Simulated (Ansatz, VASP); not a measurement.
**CaO3 in VASP and in Ansatz**

Contents of INCAR:

```
PREC = Accurate
ENCUT = 600
EDIFF = 1E-6
ISMEAR = 0
SIGMA = 0.1
LREAL = False
LASPH = True
NELM = 150
ALGO = Normal
ISIF = 3
LWAVE = False
LCHARG = False
ISPIN = 2
MAGMOM = 0 1.46 1.46 1.46
LORBIT = 11
GGA = PE
IBRION = 2
NSW = 90
EDIFFG = -0.04
```

Contents of KPOINTS:

```
regular mesh
0
Gamma
  6 6 6
```

File POSCAR:

```
CaO3
1.0
    3.6767037745      0.0000000000      0.0000000000
    0.0000000000      3.6767037745      0.0000000000
    0.0000000000      0.0000000000      3.6767037745
Ca O
1 3
Direct
    0.0000000000      0.0000000000      0.0000000000
    0.0000000000      0.5000000000      0.5000000000
    0.5000000000      0.0000000000      0.5000000000
    0.5000000000      0.5000000000      0.0000000000
```

Input for Ansatz:

```yaml
crystal:
  lattice:
    - [3.6767037745, 0.0, 0.0]
    - [0.0, 3.6767037745, 0.0]
    - [0.0, 0.0, 3.6767037745]
  atoms:
    - { symbol: Ca, position: [0.0, 0.0, 0.0] }
    - { symbol: O, position: [0.0, 0.5, 0.5], spin: 1.46 }
    - { symbol: O, position: [0.5, 0.0, 0.5], spin: 1.46 }
    - { symbol: O, position: [0.5, 0.5, 0.0], spin: 1.46 }
basis:
  ecutwfc: 420
kpoints:
  mp_grid: { grid: [6, 6, 6] }
hamiltonian:
  xc: pbe
scf:
  occupations: { method: gaussian, width: 0.1 }
  lower_state_search: "off"
output:
  forces: true
  stress: true
  eigenvalues: true
  populations: true
magnetization:
  spin_polarized: true
relax:
  adjacent_minimum: "off"
  f_tol: 0.04
  max_steps: 70
  cell: { stress_tol: 0.4 }
```

Alike in both runs: task relaxation of cell and atoms; functional PBE; k mesh 6 × 6 × 6; occupations gaussian, width 0.1 eV; collinear spin.

```csv
,VASP,Ansatz
version,VASP 6.6.1,Ansatz 0.2.0
potentials or method,"VASP PAW PBE potentials, release 64 (Ca_sv, O), cutoff 600 eV","scalar-relativistic, plane waves, PAW"
valence electrons in the cell,28,28
```

```csv
,VASP,Ansatz,Ansatz less VASP
"gap on the k mesh at the Fermi level, each at its own relaxed structure (eV)",none,none,-
net moment per atom (μB),1.00,1.00,0.000
size of the moment on the site where the two differ most (μB),1.15,1.32,+0.179
relaxed volume (Å³/atom),11.65,11.65,-0.001
relaxed cell length with the largest relative difference (Å),3.598,3.598,-0.0002
```

Site moments also hang on the region over which each program counts them. A gap of «none» marks a metal or a gap that the smearing closes.
